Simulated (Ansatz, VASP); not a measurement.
**Zr2HS4: VASP beside Ansatz**

```xyz
14
Lattice="7.2977 0.0000 0.0000 -3.6488 6.3200 0.0000 0.0000 0.0000 20.9172" Properties=species:S:1:pos:R:3 pbc="T T T"
S     1.8244    1.0533    4.0000
S     0.0000    4.2133    4.0000
S     5.4733    1.0533    4.0000
S     3.6488    4.2133    4.0000
S     0.0000    2.1067    6.9172
S    -1.8244    5.2666    6.9172
S     3.6488    2.1067    6.9172
S     1.8244    5.2666    6.9172
Zr    0.0000    0.0000    5.4586
Zr   -1.8244    3.1600    5.4586
Zr    3.6488    0.0000    5.4586
Zr    1.8244    3.1600    5.4586
H    -0.6474    4.5871    7.6872
H     0.6474    3.8396    7.6872
```

Alike in both runs: task single point; functional PBE; dispersion D3(BJ); k mesh 6 × 6 × 1; occupations gaussian, width 0.05 eV; no spin polarisation.

```csv
,VASP,Ansatz
version,VASP 6.6.1,Ansatz 0.2.0
potentials or method,"VASP PAW PBE potentials, release 64 (S, Zr_sv, H), cutoff 400 eV","scalar-relativistic, plane waves, PAW"
valence electrons in the cell,98,98
```

Ansatz gave:

```
gap on the k mesh at the Fermi level (eV)  : none
rms of the force components (eV/Å)         : 0.522
work function, face that differs most (eV) : 5.42
```

**Question.** Estimate VASP's values.

**Answer.** gap on the k mesh at the Fermi level (eV): none; rms of the force components (eV/Å): 0.523; work function, face that differs most (eV): 5.41.

A gap of «none» marks a metal or a gap that the smearing closes.
